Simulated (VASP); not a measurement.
Runs of VASP 6.6.1 on Sb. The structure is that of space group P6_3/mmc (No. 194), or close to it. The cells are those of the table. 

| spin | cell | k mesh | cutoff (eV) | gap on the mesh (eV) | pressure (GPa) |
| --- | --- | --- | --- | --- | --- |
| off | a = 3.369, b = 3.369, c = 5.578 Å, angles 90.0, 90.0, 120.0°, 2 atoms | 6 × 6 × 3 | 500 | none | -0.5 |
| off | a = 3.498, b = 3.498, c = 5.793 Å, angles 90.0, 90.0, 120.0°, 2 atoms | 12 × 12 × 7 | 520 | none | (a) |
| off | a = 3.413, b = 3.413, c = 5.652 Å, angles 90.0, 90.0, 120.0°, 2 atoms | 12 × 12 × 7 | 520 | none | -2.1 |
| off | a = 3.456, b = 3.456, c = 5.723 Å, angles 90.0, 90.0, 120.0°, 2 atoms | 12 × 12 × 7 | 520 | none | -3.8 |
| off | a = 3.323, b = 3.323, c = 5.503 Å, angles 90.0, 90.0, 120.0°, 2 atoms | 12 × 12 × 7 | 520 | none | 2.7 |
| off | a = 3.369, b = 3.369, c = 5.578 Å, angles 90.0, 90.0, 120.0°, 2 atoms | 12 × 12 × 7 | 520 | none | 0.0 |
| non-collinear, zero start, SOC | a = 3.369, b = 3.369, c = 5.578 Å, angles 90.0, 90.0, 120.0°, 2 atoms | 11 × 11 × 6 | 520 | - | 0.0 |
| off | a = 3.276, b = 3.276, c = 5.425 Å, angles 90.0, 90.0, 120.0°, 2 atoms | 12 × 12 × 7 | 520 | none | (b) |
| off | a = 3.369, b = 3.369, c = 5.578 Å, angles 90.0, 90.0, 120.0°, 2 atoms | 18 × 18 × 9 | 520 | none | 0.0 |
| off | a = 3.228, b = 3.228, c = 5.346 Å, angles 90.0, 90.0, 120.0°, 2 atoms | 12 × 12 × 7 | 520 | none | 10.1 |

Alike in all rows: task single point; level PBE; potentials or basis VASP PAW PBE potentials, release 64 (Sb); smearing fermi-dirac 0.1 eV.

Fill in the values left out.

(a) -5.2; (b) 6.0.

Caveats: some runs use coarse meshes; spin-orbit coupling is left out, which moves the levels of the heavy elements (some runs).

A k mesh can miss the band edges, and rows without SOC leave out spin-orbit coupling on Sb.

A gap of «none» marks levels without a gap at the run's occupations.
